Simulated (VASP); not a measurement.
The system is GdMn.

```xyz
2
Lattice="3.4475 0.0000 0.0000 0.0000 3.4475 0.0000 0.0000 0.0000 3.4475" Properties=species:S:1:pos:R:3 pbc="T T T"
Gd    0.0000    0.0000    0.0000
Mn    1.7238    1.7238    1.7238
```

Base run:

- Program: VASP 6.6.1
- Functional: PBEsol
- Potentials or basis: VASP PAW PBE potentials, release 64 (Gd, Mn_pv)
- Cutoff: 520 eV
- k mesh: 10 × 10 × 10
- Occupations: gaussian, width 0.05 eV
- Spin: collinear spin, ferrimagnetic start
- Starting moments: [7.0, -3.5] μB
- Hubbard terms: Mn d U = 5.0 eV

Its results: pressure 13.9 GPa; net moment 2.90 μB per cell; site moments Gd +6.97; Mn -4.37 μB.

**Question.** The run is repeated on the same cell with these changes: hubbard terms from Mn d U = 5.0 eV to none; moments at the start from [7.0, -3.5] to [7.89, -3.61]. What comes out?

**Answer.** Pressure 0.1 GPa; net moment 4.15 μB per cell; site moments Gd +6.99; Mn -3.21 μB.

Caveats: the PAW data sets were made with another functional, which shifts forces and pressure a little.
